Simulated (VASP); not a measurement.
Wanted: the native input for a VASP 6.6.1 run.

```
Task                   : single point
Functional             : LDA
Potentials or basis    : VASP PAW LDA potentials, release 64 (Sn_d, O)
Cutoff                 : 520 eV
k mesh                 : 6 × 6 × 6
Occupations            : gaussian, width 0.05 eV
Spin                   : no spin polarisation
Dipole correction      : no
Further INCAR settings : ALGO = Normal; EDIFF = 1e-06; NBANDS = 64
```

The structure of SnO2 lies in POSCAR:

```
SnO2
1.0
    4.9132681316      0.0000000000      0.0000000000
    0.0000000000      5.4909496752      0.0000000000
    0.0000000000      0.0000000000      5.4358825077
Sn O
4 8
Direct
    0.5000000000      0.6673419135      0.7500000000
    0.0000000000      0.8326580865      0.2500000000
    0.5000000000      0.3326580865      0.2500000000
    0.0000000000      0.1673419135      0.7500000000
    0.7309254637      0.6050162923      0.0776916535
    0.2309254637      0.8949837077      0.9223083465
    0.7690745363      0.8949837077      0.5776916535
    0.2690745363      0.6050162923      0.4223083465
    0.7309254637      0.3949837077      0.5776916535
    0.2309254637      0.1050162923      0.4223083465
    0.7690745363      0.1050162923      0.0776916535
    0.2690745363      0.3949837077      0.9223083465
```

These files were run (other wordings do the same):

INCAR

```
PREC = Accurate
ENCUT = 520
EDIFF = 1E-6
ISMEAR = 0
SIGMA = 0.05
LREAL = False
LASPH = True
NELM = 80
ALGO = Normal
ISIF = 2
LWAVE = False
LCHARG = False
GGA = CA
NBANDS = 64
```

KPOINTS

```
regular mesh
0
Gamma
  6 6 6
```

Potentials or basis: VASP PAW LDA potentials, release 64 (Sn_d, O).

Run with:

```console
$ cat potpaw_LDA.64/Sn_d/POTCAR potpaw_LDA.64/O/POTCAR > POTCAR
$ mpirun -np 1 vasp_std > vasp.out
```

It gave:

| Item | Value |
| --- | --- |
| Pressure | -9.0 GPa |
| Largest force | 0.354 eV/Å |
| Band gap on the k mesh | 0.72 eV (least direct gap 0.75 eV) |

Caveat: the stress differs along the axes, from -15 to 0 GPa; semilocal functionals underestimate gaps, and a narrow one can read as zero; spin-orbit coupling is left out, which moves the levels of the heavy elements.

Wall time 7.7 min on 1 thread of Intel(R) Xeon(R) Platinum 8259CL CPU @ 2.50GHz (Skylake/Cascade Lake), on a shared host, peak memory 0.49 GiB.
